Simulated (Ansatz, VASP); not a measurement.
## SrW2: VASP beside Ansatz

```xyz
3
Lattice="3.2679 0.0000 0.0000 -1.6340 2.8301 0.0000 0.0000 0.0000 7.4301" Properties=species:S:1:pos:R:3 pbc="T T T"
Sr    0.0000    0.0000    3.7151
W     0.0000    1.8867    6.5859
W     1.6340    0.9434    0.8443
```

Alike in both runs: functional PBE; k mesh 6 × 6 × 2; occupations gaussian, width 0.1 eV; no spin polarisation.

Ansatz relaxed the structure, and its values are those at the end. VASP's run is a single point on that final structure, the one shown.

```csv
,VASP,Ansatz
version,VASP 6.6.1,Ansatz 0.2.0
potentials or method,"VASP PAW PBE potentials, release 64 (Sr_sv, W_sv), cutoff 520 eV","scalar-relativistic, plane waves, PAW"
valence electrons in the cell,38,38
```

```csv
,VASP,Ansatz,Ansatz less VASP
gap on the k mesh at the Fermi level (eV),none,none,-
pressure (GPa),0.4,0.0,-0.39
rms of the force components (eV/Å),0.036,0.006,-0.0306
```

A gap of «none» marks a metal or a gap that the smearing closes. With one functional, cell and mesh, what is left measures potentials, basis and numerics.

The k mesh is coarse, so the values compare programs but aren't converged. Neither program's run includes spin-orbit coupling.
